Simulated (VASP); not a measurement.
Here is a VASP 6.6.1 calculation.

Contents of INCAR:

```
ALGO     = Normal         # electronic algorithm
EDIFF    = 1E-6           # SCF threshold, eV
ENCUT    = 520            # plane-wave cutoff, eV
GGA      = RE             # functional
ISIF     = 2              # what is computed and relaxed
ISMEAR   = -1             # smearing method
LASPH    = True           # aspherical terms in the spheres
LCHARG   = True           # write CHGCAR
LELF     = True           # ELF
LREAL    = False          # projectors in reciprocal space
LVHAR    = True         
LWAVE    = False          # write WAVECAR
NBANDS   = 12             # bands
NELM     = 100            # most SCF steps
PREC     = Accurate       # precision mode
SIGMA    = 0.1            # smearing width, eV
```

The input KPOINTS:

```
k-points
0
Gamma
  15 15 15
```

The input POSCAR:

```
Au
1.0
   -1.6174147541      1.6174147541      1.6174147541
    1.6174147541     -1.6174147541      1.6174147541
    1.6174147541      1.6174147541     -1.6174147541
Au
1
Direct
    0.0000000000      0.0000000000      0.0000000000
```

Potentials or basis: VASP PAW PBE potentials, release 64 (Au).

Launch:

```console
$ cat potpaw_PBE.64/Au/POTCAR > POTCAR
$ mpirun -np 1 vasp_std > vasp.out
```

Task: What does it give for the pressure?

Result: 13.3 GPa.

Caveat: the PAW data sets were made with another functional, which shifts forces and pressure a little.
